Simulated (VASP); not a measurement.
# Ca (Fm-3m) in VASP: elastic constants with LDA

Aim: the elastic constants of Ca with LDA.

All numbers are computed with VASP 6.6.1; they aren't measurements. Logs are shortened: lines on timing, memory, paths and dates and some standing lists are left out, and cuts for length are marked.

### Step 1. The cell of the first run

It takes space group Fm-3m (No. 225, cubic). The conventional cell has a = 5.601 Å, b = 5.601 Å, c = 5.601 Å, α = 90.00°, β = 90.00°, γ = 90.00°. Within 5.2 Å of Ca (site symmetry m-3m) lie 12 Ca at 3.96 Å.

### Step 2. Elastic constants, LDA

Input file INCAR:

```
SYSTEM = Ca
ALGO = Normal
EDIFF = 1E-8
ENCUT = 500
GGA = CA
GGA_COMPAT = .False.
IBRION = 6
ISIF = 3
ISMEAR = -1
LASPH = .True.
LCHARG = .False.
LREAL = .False.
LWAVE = .False.
NBANDS = 11
NELM = 120
NFREE = 2
NSW = 1
POTIM = 0.015
PREC = Accurate
SIGMA = 0.15
```

Input file KPOINTS:

```
k-points
0
Gamma
  14 14 14
  0 0 0
```

Input file POSCAR:

```
Ca
1.0
    0.0000000000      2.8005000000      2.8005000000
    2.8005000000      0.0000000000      2.8005000000
    2.8005000000      2.8005000000      0.0000000000
Ca
1
Direct
    0.0000000000      0.0000000000      0.0000000000
```

Potentials or basis: VASP PAW LDA potentials, release 64 (Ca_sv).

The run is started by

```bash
$ cat potpaw_LDA.64/Ca_sv/POTCAR > POTCAR
$ mpirun -np 1 vasp_std > vasp.out
```

OUTCAR:

```text
SYSTEM = Ca
   EDIFF = 1E-8
   ENCUT = 500
   GGA = CA
   IBRION = 6
   ISIF = 3
   ISMEAR = -1
   LASPH = .True.
   LREAL = .False.
   NELM = 120
   NFREE = 2
   NSW = 1
   POTIM = 0.015
   PREC = Accurate

 ion  position               nearest neighbor table
   1  0.000  0.000  0.000-

  LATTYP: Found a face centered cubic cell.
 ALAT       =     5.6010000000

  Lattice vectors:

 A1 = (   0.0000000000,   2.8005000000,   2.8005000000)
 A2 = (   2.8005000000,   0.0000000000,   2.8005000000)
 A3 = (   2.8005000000,   2.8005000000,   0.0000000000)

Analysis of symmetry for initial positions (statically):
=====================================================================
 Subroutine PRICEL returns:
 Original cell was already a primitive cell.

 Routine SETGRP: Setting up the symmetry group for a
 face centered cubic supercell.

 Subroutine GETGRP returns: Found 48 space group operations
 (whereof 48 operations were pure point group operations)
 out of a pool of 48 trial point group operations.

The static configuration has the point symmetry O_h .

Analysis of symmetry for dynamics (positions and initial velocities):
=====================================================================
 Subroutine PRICEL returns:
 Original cell was already a primitive cell.

 Routine SETGRP: Setting up the symmetry group for a
 face centered cubic supercell.

 Subroutine GETGRP returns: Found 48 space group operations
 (whereof 48 operations were pure point group operations)
 out of a pool of 48 trial point group operations.

The dynamic configuration has the point symmetry O_h .

 Subroutine INISYM returns: Found 48 space group operations
 (whereof 48 operations are pure point group operations),
 and found     1 'primitive' translations

[... 341 lines left out ...]
      3     -21.2216      2.00000
      4     -21.2216      2.00000
      5      -2.3179      2.00000
      6       3.7982      0.00000
      7       3.7982      0.00000
      8       3.7982      0.00000
      9       4.8135      0.00000
     10       4.8135      0.00000
     11      10.6670      0.00000
[... 309 lines left out ...]
 k-point    24 :       0.2857    0.1429    0.0000
  band No.  band energies     occupation
      1     -39.9994      2.00000
      2     -21.2836      2.00000
      3     -21.2390      2.00000
      4     -21.2376      2.00000
      5      -1.1358      2.00000
      6       2.9113      0.00035
      7       3.7871      0.00000
      8       4.1025      0.00000
      9       4.5149      0.00000
     10       5.1018      0.00000
     11       9.0265      0.00000

 [... further k-points ...]

------------------------ aborting loop because EDIFF is reached ----------------------------------------

  FORCE on cell =-STRESS in cart. coord.  units (eV):
  Direction    XX          YY          ZZ          XY          YZ          ZX
  --------------------------------------------------------------------------------------
  -------------------------------------------------------------------------------------
  Total       -0.5951335     -0.5951335     -0.5951335      0.0000000     -0.0000000      0.0000000
  in kB      -21.7064242    -21.7064242    -21.7064242      0.0000000     -0.0000000      0.0000000
  external PRESSURE =     -21.7064242 kB  Pullay stress =       0.0000000 kB
[... 16 lines left out ...]
  FREE ENERGIE OF THE ION-ELECTRON SYSTEM (eV)
  ---------------------------------------------------
  free  energy   TOTEN  =        -2.2094951224 eV

  energy  without entropy=       -2.1157123624  energy(sigma->0) =       -2.16260374

 INTERNAL STRAIN TENSORS FROM STRAINED CELLS
 ============================================

 INTERNAL STRAIN TENSOR FOR ION    1 for displacements in x,y,z  (eV/Angst):
          X           Y           Z          XY          YZ          ZX
  --------------------------------------------------------------------------------
  x     0.00000     0.00000     0.00000     0.00000     0.00000    -0.00000
  y     0.00000     0.00000    -0.00000     0.00000     0.00000     0.00000
  z     0.00000     0.00000     0.00000     0.00000    -0.00000     0.00000

 INTERNAL STRAIN TENSORS FROM DISPLACED ATOMS
 ============================================

 INTERNAL STRAIN TENSOR FOR ION    1 for displacements in x,y,z  (eV/Angst):
          X           Y           Z          XY          YZ          ZX
  --------------------------------------------------------------------------------
  x     0.00000     0.00000     0.00000     0.00000     0.00000     0.00000
  y     0.00000     0.00000     0.00000     0.00000     0.00000     0.00000
  z     0.00000     0.00000     0.00000     0.00000     0.00000     0.00000

 Eigenvectors and eigenvalues of the dynamical matrix
 ----------------------------------------------------

   1 f  =    0.000000 THz     0.000000 2PiTHz    0.000000 cm-1     0.000000 meV
             X         Y         Z           dx          dy          dz
      0.000000  0.000000  0.000000     0.393919   -0.919145    0.000000

   2 f  =    0.000000 THz     0.000000 2PiTHz    0.000000 cm-1     0.000000 meV
             X         Y         Z           dx          dy          dz
      0.000000  0.000000  0.000000    -0.919145   -0.393919    0.000000

   3 f  =    0.000000 THz     0.000000 2PiTHz    0.000000 cm-1     0.000000 meV
             X         Y         Z           dx          dy          dz
      0.000000  0.000000  0.000000     0.000000    0.000000    1.000000

--------------------------------------------------------------------------------------------------------

 ELASTIC MODULI CONTR FROM IONIC RELAXATION (kBar)
 Direction    XX          YY          ZZ          XY          YZ          ZX
 --------------------------------------------------------------------------------
 XX           0.0000      0.0000      0.0000      0.0000      0.0000      0.0000
 YY           0.0000      0.0000      0.0000      0.0000      0.0000      0.0000
 ZZ           0.0000      0.0000      0.0000      0.0000      0.0000      0.0000
 XY           0.0000      0.0000      0.0000      0.0000      0.0000      0.0000
 YZ           0.0000      0.0000      0.0000      0.0000      0.0000      0.0000
 ZX           0.0000      0.0000      0.0000      0.0000      0.0000      0.0000
 --------------------------------------------------------------------------------

 TOTAL ELASTIC MODULI (kBar)
 Direction    XX          YY          ZZ          XY          YZ          ZX
 --------------------------------------------------------------------------------
 XX         183.9107    118.7308    118.7308      0.0000     -0.0000      0.0000
 YY         118.7308    183.9107    118.7308      0.0000      0.0000      0.0000
 ZZ         118.7308    118.7308    183.9107      0.0000      0.0000      0.0000
 XY           0.0000      0.0000      0.0000    134.2412      0.0000      0.0000
 YZ          -0.0000      0.0000      0.0000      0.0000    134.2412      0.0000
 ZX           0.0000      0.0000      0.0000      0.0000      0.0000    134.2412
 --------------------------------------------------------------------------------
```

OSZICAR:

```text
N       E                     dE             d eps       ncg     rms          rms(c)
DAV:   1     0.657345571178E+02    0.65735E+02   -0.48612E+03  2288   0.792E+02
DAV:   2    -0.641786008860E+00   -0.66376E+02   -0.65769E+02  2543   0.205E+02
DAV:   3    -0.214767169224E+01   -0.15059E+01   -0.14847E+01  3306   0.304E+01
[... 162 lines left out ...]
DAV:   2    -0.220979338824E+01   -0.60224E-02   -0.68102E-02  2367   0.279E+00    0.154E-01
DAV:   3    -0.220948702377E+01    0.30636E-03   -0.95066E-04  3035   0.436E-01    0.462E-03
DAV:   4    -0.220949514530E+01   -0.81215E-05   -0.86899E-05  2681   0.943E-02    0.197E-03
DAV:   5    -0.220949511674E+01    0.28556E-07   -0.22836E-06  3635   0.114E-02    0.649E-04
DAV:   6    -0.220949512239E+01   -0.56432E-08   -0.43047E-08  2722   0.219E-03
  15 F= -.22094951E+01 E0= -.21626037E+01  d E =-.937828E-01
```

stdout:

```text
POSCAR found type information on POSCAR Ca
 POSCAR found :  1 types and       1 ions
 scaLAPACK will be used
 LDA part: xc-table for (Slater(with rela. corr.)+CA(PZ))
 , standard interpolation
 POSCAR, INCAR and KPOINTS ok, starting setup
 FFT: planning ... GRIDC
 FFT: planning ... GRID_SOFT
 FFT: planning ... GRID
 WAVECAR not read
 entering main loop
 Found     1 degrees of freedom:
 Adding 6 more for cell shape distortion
 Finite differences POTIM= 0.01500 DOF=   7
 bond charge predicted
 Finite differences progress:
 bond charge predicted
 Finite differences progress:
 bond charge predicted
 Finite differences progress:
 bond charge predicted
 Finite differences progress:
 bond charge predicted
 Finite differences progress:
 bond charge predicted
 Finite differences progress:
 bond charge predicted
 Finite differences progress:
 bond charge predicted
 Finite differences progress:
 bond charge predicted
 Finite differences progress:
 bond charge predicted
 Finite differences progress:
 bond charge predicted
 Finite differences progress:
 bond charge predicted
 Finite differences progress:
 bond charge predicted
 Finite differences progress:
 bond charge predicted
 Finite differences progress:
```

It took 14 min on 1 thread of AMD EPYC 9R45 (Zen 5), shared host; peak memory 0.57 GiB.

What came out:

| Property | Result |
| --- | --- |
| Elastic constants C11, C12, C44 | 18, 12, 13 GPa |
| Voigt bulk modulus | 14 GPa |

Elastic tensor in Voigt notation (GPa, in the Cartesian axes of the cell as first typed):
```
18 12 12  0  0  0
12 18 12  0  0  0
12 12 18  0  0  0
 0  0  0 13  0  0
 0  0  0  0 13  0
 0  0  0  0  0 13
```

Clamped-ion elastic tensor (GPa):
```
18 12 12  0  0  0
12 18 12  0  0  0
12 12 18  0  0  0
 0  0  0 13  0  0
 0  0  0  0 13  0
 0  0  0  0  0 13
```

Caveat: the cell is under stress, which shifts elastic constants.
